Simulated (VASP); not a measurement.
# Zn (Fm-3m) in VASP: settings compared, part 2 of 2

VASP 6.6.1. The steps go on from the part before.

## (3) Single point, PBEsol+D4

This run uses another cell than the first one, of 13.77 Å³/atom, 0.977 times its volume.

INCAR

```
PREC     = Accurate       # precision mode
ENCUT    = 520            # plane-wave cutoff, eV
EDIFF    = 1E-7           # SCF threshold, eV
ISMEAR   = -1             # smearing method
SIGMA    = 0.05           # smearing width, eV
LREAL    = F              # projectors in reciprocal space
LASPH    = T              # aspherical terms in the spheres
NELM     = 60             # most SCF steps
ALGO     = Normal         # electronic algorithm
ISIF     = 2              # what is computed and relaxed
LWAVE    = F              # write WAVECAR
LCHARG   = F              # write CHGCAR
GGA      = PS             # functional
IVDW     = 13             # dispersion correction
NBANDS   = 12             # bands
```

KPOINTS

```
Automatic mesh
0
Gamma
  12 12 12
```

POSCAR

```
Zn
1.0
    0.0000000000      1.9023434643      1.9023434643
    1.9023434643      0.0000000000      1.9023434643
    1.9023434643      1.9023434643      0.0000000000
Zn
1
Direct
    0.0000000000      0.0000000000      0.0000000000
```

Potentials or basis: VASP PAW PBE potentials, release 64 (Zn).

Command:

```console
$ cat potpaw_PBE.64/Zn/POTCAR > POTCAR
$ mpirun -np 1 vasp_std > vasp.out
```

OUTCAR:

```text
PREC = Accurate
   ENCUT = 520
   EDIFF = 1E-7
   ISMEAR = -1
   LREAL = F
   LASPH = T
   NELM = 60
   ISIF = 2
   GGA = PS
   IVDW = 13

 ion  position               nearest neighbor table
   1  0.000  0.000  0.000-

  LATTYP: Found a face centered cubic cell.
 ALAT       =     3.8046869286

  Lattice vectors:

 A1 = (   0.0000000000,   1.9023434643,   1.9023434643)
 A2 = (   1.9023434643,   0.0000000000,   1.9023434643)
 A3 = (   1.9023434643,   1.9023434643,   0.0000000000)

Analysis of symmetry for initial positions (statically):
=====================================================================
 Subroutine PRICEL returns:
 Original cell was already a primitive cell.

 Routine SETGRP: Setting up the symmetry group for a
 face centered cubic supercell.

 Subroutine GETGRP returns: Found 48 space group operations
 (whereof 48 operations were pure point group operations)
 out of a pool of 48 trial point group operations.

The static configuration has the point symmetry O_h .

Analysis of symmetry for dynamics (positions and initial velocities):
=====================================================================
 Subroutine PRICEL returns:
 Original cell was already a primitive cell.

 Routine SETGRP: Setting up the symmetry group for a
 face centered cubic supercell.

 Subroutine GETGRP returns: Found 48 space group operations
 (whereof 48 operations were pure point group operations)
 out of a pool of 48 trial point group operations.

The dynamic configuration has the point symmetry O_h .

 Subroutine INISYM returns: Found 48 space group operations
 (whereof 48 operations are pure point group operations),
 and found     1 'primitive' translations

----------------------------------------------------------------------------------------

                                     Primitive cell

[... 112 lines left out ...]
   LORBIT       =      0    0 simple, 1 ext, 2 COOP (PROOUT), +10 PAW based schemes
   GGA     = PS    functional components
   LHFCALC =     F    Hartree Fock is set to
   AEXX    =    0.0000 exact exchange contribution
   IVDW    =    13    specifies the selected vdW correction
   LEPSILON=     F    determine dielectric tensor
   LRPA    =     F    only Hartree local field effects (RPA)
 non-spin polarized calculation
  energy-cutoff  :      520.00
  volume of cell :       13.77
 maximum number of plane-waves:       388
   NGX =  9   NGY =  9   NGZ =  9

 number of electron      12.0000018 magnetization

 Free energy of the ion-electron system (eV)
  ---------------------------------------------------
  ext. energy  EPLUGINS =         0.00000000
  ---------------------------------------------------
  free energy    TOTEN  =        -1.54980798 eV

  energy without entropy =       -1.54740392  energy(sigma->0) =       -1.54860595

 E-fermi :   3.5827     XC(G=0): -12.2459

 val. band max:        3.5254264785   @ k =  -0.4167   0.2500   0.0000
 cond. band min:       3.7145613769   @ k =  -0.4167   0.0833   0.0000
 fundamental gap:      0.1891348984
 Fermi energy:         3.5827021961

 k-point     1 :       0.0000    0.0000    0.0000
  band No.  band energies     occupation
      1      -7.5457      2.00000
      2      -4.2418      2.00000
      3      -4.2418      2.00000
      4      -4.2418      2.00000
      5      -3.7817      2.00000
      6      -3.7817      2.00000
      7      23.2559      0.00000
      8      23.2559      0.00000
      9      23.2559      0.00000
     10      23.2865      0.00000
     11      25.9114      0.00000
     12      25.9114      0.00000
[... 331 lines left out ...]
 k-point    24 :      -0.4167    0.1667    0.0000
  band No.  band energies     occupation
      1      -4.8864      2.00000
      2      -4.3574      2.00000
      3      -4.0774      2.00000
      4      -3.8575      2.00000
      5      -3.4979      2.00000
      6       1.1087      2.00000
      7       3.3455      1.98274
      8      13.6623      0.00000
      9      17.6045      0.00000
     10      19.9089      0.00000
     11      27.4172      0.00000
     12      28.5744      0.00000

 [... further k-points ...]

------------------------ aborting loop because EDIFF is reached ----------------------------------------

  DFT-D4 for vdW energy calculation

  Edisp (eV):   -0.20355

  FORCE on cell =-STRESS in cart. coord.  units (eV):
  Direction    XX          YY          ZZ          XY          YZ          ZX
  --------------------------------------------------------------------------------------
  -------------------------------------------------------------------------------------
  Total       0.04034     0.04034     0.04034     0.00000    -0.00000    -0.00000
  in kB       4.69423     4.69423     4.69423     0.00000    -0.00000    -0.00000
  external pressure =        4.69 kB  Pullay stress =        0.00 kB

 VOLUME and BASIS-vectors are now :
 -----------------------------------------------------------------------------
  energy-cutoff  :      520.00
  volume of cell :       13.77
      direct lattice vectors                 reciprocal lattice vectors
     0.000000000  1.902343464  1.902343464    -0.262833715  0.262833715  0.262833715
     1.902343464  0.000000000  1.902343464     0.262833715 -0.262833715  0.262833715
     1.902343464  1.902343464  0.000000000     0.262833715  0.262833715 -0.262833715

 POSITION                                       TOTAL-FORCE (eV/Angst)
 -----------------------------------------------------------------------------------
      0.00000      0.00000      0.00000        -0.000000      0.000000      0.000000
 -----------------------------------------------------------------------------------
    total drift:                               -0.000000     -0.000000     -0.000000

  FREE ENERGIE OF THE ION-ELECTRON SYSTEM (eV)
  ---------------------------------------------------
  free  energy   TOTEN  =        -1.7533537606 eV

  energy  without entropy=       -1.7509496956  energy(sigma->0) =       -1.75215173
```

OSZICAR:

```text
N       E                     dE             d eps       ncg     rms          rms(c)
DAV:   1     0.414651750684E+02    0.41465E+02   -0.64891E+03  1784   0.162E+03
DAV:   2    -0.530369142722E+00   -0.41996E+02   -0.38989E+02  1796   0.216E+02
DAV:   3    -0.171963140365E+01   -0.11893E+01   -0.11877E+01  2000   0.360E+01
DAV:   4    -0.172198850420E+01   -0.23571E-02   -0.23570E-02  1952   0.152E+00
DAV:   5    -0.172198996784E+01   -0.14636E-05   -0.14639E-05  2004   0.372E-02    0.362E+00
DAV:   6    -0.156272346752E+01    0.15927E+00   -0.89456E-01  2040   0.192E+01    0.256E+00
DAV:   7    -0.155376208962E+01    0.89614E-02   -0.17617E-02  1900   0.266E+00    0.132E+00
DAV:   8    -0.154982448887E+01    0.39376E-02   -0.12327E-03  2336   0.506E-01    0.295E-02
DAV:   9    -0.154980930990E+01    0.15179E-04   -0.12877E-04  2592   0.197E-01    0.280E-02
DAV:  10    -0.154980806462E+01    0.12453E-05   -0.12085E-05  1864   0.620E-02    0.145E-03
DAV:  11    -0.154980798026E+01    0.84360E-07   -0.12308E-07  1420   0.543E-03
   1 F= -.17533538E+01 E0= -.17521517E+01  d E =-.240406E-02
```

Run time: 13 s. Hardware: 1 thread of AMD EPYC 7R43 (Zen 3), shared host; peak memory 0.09 GiB.

Results:

```yaml
Free_energy: -1.7534 eV
Pressure: 0.5 GPa
Band_gap_on_the_k_mesh: zero (band 6 reaches 5.93 eV, above the bottom of band 7 at 2.41 eV)
Dispersion_energy_per_atom: -0.204 eV
```

Caveat: the PAW data sets were made with another functional, which shifts forces and pressure a little; pairwise dispersion overbinds metals, which lowers pressure and volume.

## (4) Single point, PBEsol

This run uses another cell than the first one, of 13.79 Å³/atom, 0.978 times its volume.

INCAR

```
  ALGO = Normal
  EDIFF = 1E-7
  ENCUT = 520
  GGA = PS
  ISIF = 2
  ISMEAR = -1
  LASPH = True
  LCHARG = False
  LREAL = False
  LWAVE = False
  NBANDS = 12
  NELM = 80
  PREC = Accurate
  SIGMA = 0.05
```

KPOINTS

```
k-points
0
Gamma
  12 12 12
```

POSCAR

```
Zn
1.0
    0.0000000000      1.9034777387      1.9034777387
    1.9034777387      0.0000000000      1.9034777387
    1.9034777387      1.9034777387      0.0000000000
Zn
1
Direct
    0.0000000000      0.0000000000      0.0000000000
```

Command:

```console
$ cat potpaw_PBE.64/Zn/POTCAR > POTCAR
$ mpirun -np 1 vasp_std > vasp.out
```

Wall time 14 s (1 thread of AMD EPYC 7R43 (Zen 3), shared host); peak memory 0.09 GiB.

Results (log left out):

- Free energy: -1.5502 eV
- Pressure: 2.5 GPa
- Band gap on the k mesh: zero (band 6 reaches 5.92 eV, above the bottom of band 7 at 2.40 eV)

Levels at points of the mesh, in eV from the Fermi level:
```csv
k point,band 3,band 4,band 5,band 6,band 7,band 8,band 9,band 10
"(0.00, 0.00, 0.00)",-7.82,-7.82,-7.36,-7.36,19.65,19.65,19.65,19.69
"(0.50, 0.00, 0.00)",-7.82,-7.02,-7.02,-3.29,-1.17,16.42,16.42,18.15
"(0.50, 0.50, 0.00)",-7.04,-6.94,-6.94,-1.22,2.13,8.94,8.94,12.77
```

Caveat: the PAW data sets were made with another functional, which shifts forces and pressure a little.

## (5) Single point, PBEsol+D3(BJ)

This run uses another cell than the first one, of 15.17 Å³/atom, 1.076 times its volume.

INCAR

```
PREC = Accurate ; ENCUT = 520
EDIFF = 1E-6 ; ISMEAR = -1
SIGMA = 0.05 ; LREAL = F
LASPH = T ; NELM = 100
ALGO = Fast ; ISIF = 2
LWAVE = F ; LCHARG = F
GGA = PS ; IVDW = 12
NBANDS = 12
```

KPOINTS

```
regular mesh
0
Gamma
  12 12 12
```

POSCAR

```
Zn
1.0
    0.0000000000      1.9647760000      1.9647760000
    1.9647760000      0.0000000000      1.9647760000
    1.9647760000      1.9647760000      0.0000000000
Zn
1
Direct
    0.0000000000      0.0000000000      0.0000000000
```

Command:

```console
$ cat potpaw_PBE.64/Zn/POTCAR > POTCAR
$ mpirun -np 1 vasp_std > vasp.out
```

Run time: 20 s. Hardware: 1 thread of AMD EPYC 7R43 (Zen 3), shared host; peak memory 0.11 GiB.

It converged, with:

- Free energy: -1.8969 eV
- Pressure: -8.7 GPa
- Band gap on the k mesh: zero (band 6 reaches 5.15 eV, above the bottom of band 7 at 1.53 eV)
- Dispersion energy per atom: -0.360 eV

Levels at points of the mesh, in eV from the Fermi level:
| k point | band 4 | band 5 | band 6 | band 7 | band 8 | band 9 |
| --- | --- | --- | --- | --- | --- | --- |
| (0.00, 0.00, 0.00) | -7.53 | -7.15 | -7.15 | 18.30 | 18.30 | 18.30 |
| (0.50, 0.00, 0.00) | -6.87 | -6.87 | -2.86 | -1.33 | 15.28 | 15.28 |
| (0.50, 0.50, 0.00) | -6.79 | -6.79 | -0.95 | 1.78 | 8.46 | 8.46 |

Caveat: three body term missing; the PAW data sets were made with another functional, which shifts forces and pressure a little; pairwise dispersion overbinds metals, which lowers pressure and volume.

## (6) Relaxation of cell and atoms, PBEsol+D3(BJ)

This run uses another cell than the first one, of 15.17 Å³/atom, 1.076 times its volume.

INCAR

```
SYSTEM = Zn
PREC = Accurate
ENCUT = 600
EDIFF = 1E-7
ISMEAR = -1
SIGMA = 0.05
LREAL = .False.
LASPH = .True.
NELM = 80
ALGO = Normal
ISIF = 3
LWAVE = .False.
LCHARG = .False.
GGA = PS
IVDW = 12
IBRION = 2
NSW = 60
EDIFFG = -0.01
```

KPOINTS

```
Automatic mesh
0
Gamma
  12 12 12
  0 0 0
```

POSCAR is that of step 5.

Potentials or basis: VASP PAW PBE potentials, release 64 (Zn).

Command:

```console
$ cat potpaw_PBE.64/Zn/POTCAR > POTCAR
$ mpirun -np 1 vasp_std > vasp.out
```

OUTCAR:

```text
SYSTEM = Zn
   PREC = Accurate
   ENCUT = 600
   EDIFF = 1E-7
   ISMEAR = -1
   LREAL = .False.
   LASPH = .True.
   NELM = 80
   ISIF = 3
   GGA = PS
   IVDW = 12
   IBRION = 2
   NSW = 60
   EDIFFG = -0.01
 IVDW          = 12

 ion  position               nearest neighbor table
   1  0.000  0.000  0.000-

  LATTYP: Found a face centered cubic cell.
 ALAT       =     3.9295520000

  Lattice vectors:

 A1 = (   0.0000000000,   1.9647760000,   1.9647760000)
 A2 = (   1.9647760000,   0.0000000000,   1.9647760000)
 A3 = (   1.9647760000,   1.9647760000,   0.0000000000)

Analysis of symmetry for initial positions (statically):
=====================================================================
 Subroutine PRICEL returns:
 Original cell was already a primitive cell.

 Routine SETGRP: Setting up the symmetry group for a
 face centered cubic supercell.

 Subroutine GETGRP returns: Found 48 space group operations
 (whereof 48 operations were pure point group operations)
 out of a pool of 48 trial point group operations.

The static configuration has the point symmetry O_h .

Analysis of symmetry for dynamics (positions and initial velocities):
=====================================================================
 Subroutine PRICEL returns:
 Original cell was already a primitive cell.

 Routine SETGRP: Setting up the symmetry group for a
 face centered cubic supercell.

 Subroutine GETGRP returns: Found 48 space group operations
 (whereof 48 operations were pure point group operations)
 out of a pool of 48 trial point group operations.

The dynamic configuration has the point symmetry O_h .

 Subroutine INISYM returns: Found 48 space group operations
 (whereof 48 operations are pure point group operations),
 and found     1 'primitive' translations

----------------------------------------------------------------------------------------

                                     Primitive cell

[... 97 lines left out ...]
   TEBEG  =    0.0;   TEEND  =   0.0 temperature during run
   PSTRESS=    0.0 pullay stress
   NELECT =      12.0000    total number of electrons
   NUPDOWN=      -1.0000    fix difference up-down
   EMIN   =  10.00;   EMAX   =-10.00  energy-range for DOS
   EFERMI =   0.00;   METHOD = LEGACY
   ISMEAR =    -1;   SIGMA  =   0.05  broadening in eV -4-tet -1-fermi 0-gaus
   EFERMI_NEDOS =   21; number of points for ismear=-14 and -15
   IALGO  =     38    algorithm
   IMIX   =      4    mixing-type and parameters
     AMIX     =   0.40;   BMIX     =  1.00
     AMIX_MAG =   1.60;   BMIX_MAG =  1.00
  volume/ion in A,a.u.               =      15.17       102.37
  Fermi-wavevector in a.u.,A,eV,Ry     =   1.514069  2.861175 31.190044  2.292404
  Thomas-Fermi vector in A             =   2.623775
   LORBIT       =      0    0 simple, 1 ext, 2 COOP (PROOUT), +10 PAW based schemes
   GGA     = PS    functional components
   LHFCALC =     F    Hartree Fock is set to
   AEXX    =    0.0000 exact exchange contribution
   IVDW    =    12    specifies the selected vdW correction
   LEPSILON=     F    determine dielectric tensor
   LRPA    =     F    only Hartree local field effects (RPA)
 conjugate gradient relaxation of ions
 non-spin polarized calculation
  energy-cutoff  :      600.00
  volume of cell :       15.17
 maximum number of plane-waves:       532
 NGX is ok and might be reduce to    24
   NGX = 11   NGY = 11   NGZ = 11

--------------------------------------- Ionic step        1  -------------------------------------------

 number of electron      12.0000008 magnetization

 Free energy of the ion-electron system (eV)
  ---------------------------------------------------
  ext. energy  EPLUGINS =         0.00000000
  ---------------------------------------------------
  free energy    TOTEN  =        -1.53679929 eV

  energy without entropy =       -1.53344436  energy(sigma->0) =       -1.53512182

------------------------ aborting loop because EDIFF is reached ----------------------------------------

 Edisp (eV)   -0.35983

 E8    (eV) :    -0.2323
[... 108 lines left out ...]
--------------------------------------- Ionic step        4  -------------------------------------------

 number of electron      12.0000002 magnetization

 Free energy of the ion-electron system (eV)
  ---------------------------------------------------
  ext. energy  EPLUGINS =         0.00000000
  ---------------------------------------------------
  free energy    TOTEN  =        -1.54362885 eV

  energy without entropy =       -1.54152409  energy(sigma->0) =       -1.54257647

 E-fermi :   3.7626     XC(G=0): -12.3611

 val. band max:        3.7269920894   @ k =  -0.4167   0.2500   0.0000
 cond. band min:       3.9088069773   @ k =  -0.4167   0.0833   0.0000
 fundamental gap:      0.1818148880
 Fermi energy:         3.7625861628

 k-point     1 :       0.0000    0.0000    0.0000
  band No.  band energies     occupation
      1      -7.5636      2.00000
      2      -4.1449      2.00000
      3      -4.1449      2.00000
      4      -4.1449      2.00000
      5      -3.6664      2.00000
      6      -3.6664      2.00000
      7      23.6141      0.00000
      8      23.7292      0.00000
      9      23.7292      0.00000
     10      23.7292      0.00000
[... 287 lines left out ...]
 k-point    24 :      -0.4167    0.1667    0.0000
  band No.  band energies     occupation
      1      -4.8205      2.00000
      2      -4.2669      2.00000
      3      -3.9746      2.00000
      4      -3.7526      2.00000
      5      -3.3723      2.00000
      6       1.2227      2.00000
      7       3.5387      1.97754
      8      13.9750      0.00000
      9      17.9760      0.00000
     10      20.2697      0.00000

 [... further k-points ...]

------------------------ aborting loop because EDIFF is reached ----------------------------------------

 Edisp (eV)   -0.40572

 E8    (eV) :    -0.2620
[... 24 lines left out ...]
  FREE ENERGIE OF THE ION-ELECTRON SYSTEM (eV)
  ---------------------------------------------------
  free  energy   TOTEN  =        -1.9493497400 eV

  energy  without entropy=       -1.9472449804  energy(sigma->0) =       -1.94829736

 reached required accuracy - stopping structural energy minimisation
```

Run time: 53 s. Hardware: 1 thread of AMD EPYC 7R43 (Zen 3), shared host; peak memory 0.12 GiB.

What came out:

```yaml
Free_energy: -1.9493 eV
Relaxed_volume: 13.48 Å³/atom
Relaxed_cell: a = 2.672 Å, b = 2.672 Å, c = 2.672 Å, α = 60.00°, β = 60.00°, γ = 60.00°
Space_group_after_relaxing_to_0.05_Å: Fm-3m (No. 225)
Energy_gained_by_relaxing: 52.7 meV/atom
Ionic_steps: 4
Pressure_after_relaxing: -0.1 GPa
Band_gap_on_the_k_mesh: zero (band 6 reaches 6.11 eV, above the bottom of band 7 at 2.62 eV)
Dispersion_energy_per_atom: -0.406 eV
```

Step by step:
```
step  energy change (eV)  largest force (eV/Å)  pressure (GPa)  volume (Å³)
   1              0.0000                0.0000           -8.81        15.17
   2             -0.0526                0.0000            0.28        13.41
   3             -0.0527                0.0000            0.19        13.45
   4             -0.0527                0.0000           -0.06        13.48
```

Final structure:
```cif
data_structure
_symmetry_space_group_name_H-M 'P 1'
_symmetry_Int_Tables_number 1
_cell_length_a 2.6716
_cell_length_b 2.6716
_cell_length_c 2.6716
_cell_angle_alpha 60.000
_cell_angle_beta 60.000
_cell_angle_gamma 60.000
_cell_volume 13.48
loop_
_atom_site_label
_atom_site_type_symbol
_atom_site_fract_x
_atom_site_fract_y
_atom_site_fract_z
_atom_site_occupancy
Zn1 Zn 0.00000 0.00000 0.00000 1
```

Levels at points of the mesh, in eV from the Fermi level:
```
           k point  band 4  band 5  band 6  band 7  band 8  band 9
(0.00, 0.00, 0.00)   -7.91   -7.43   -7.43   19.85   19.97   19.97
(0.50, 0.00, 0.00)   -7.08   -7.08   -3.41   -1.14   16.69   16.69
(0.50, 0.50, 0.00)   -6.99   -6.99   -1.29    2.21    9.05    9.05
```

Caveat: the PAW data sets were made with another functional, which shifts forces and pressure a little; pairwise dispersion overbinds metals, which lowers pressure and volume.

## (7) The runs side by side

| task | level | cell | cutoff (eV) | gap on the mesh (eV) | pressure (GPa) |
| --- | --- | --- | --- | --- | --- |
| single point | PBEsol | a = 2.712 Å, angles 60.0°, 1 atom | 520 | none | 0.5 |
| single point | PBEsol+D4 | a = 2.690 Å, angles 60.0°, 1 atom | 520 | none | 0.5 |
| single point | PBEsol | a = 2.692 Å, angles 60.0°, 1 atom | 520 | none | 2.5 |
| single point | PBEsol+D3(BJ) | a = 2.779 Å, angles 60.0°, 1 atom | 520 | none | -8.7 |
| relaxation of cell and atoms | PBEsol+D3(BJ) | relaxed from a = 2.779 Å, angles 60.0°, 1 atom | 600 | none | -0.1 |

Alike in all rows: potentials or basis VASP PAW PBE potentials, release 64 (Zn); no spin polarisation; k mesh 12 × 12 × 12; smearing fermi-dirac 0.05 eV.

Caveats: the PAW data sets were made with another functional, which shifts forces and pressure a little; pairwise dispersion overbinds metals, which lowers pressure and volume (some runs); three body term missing (some runs).

Absolute energies hang on the potentials; compare differences alone.
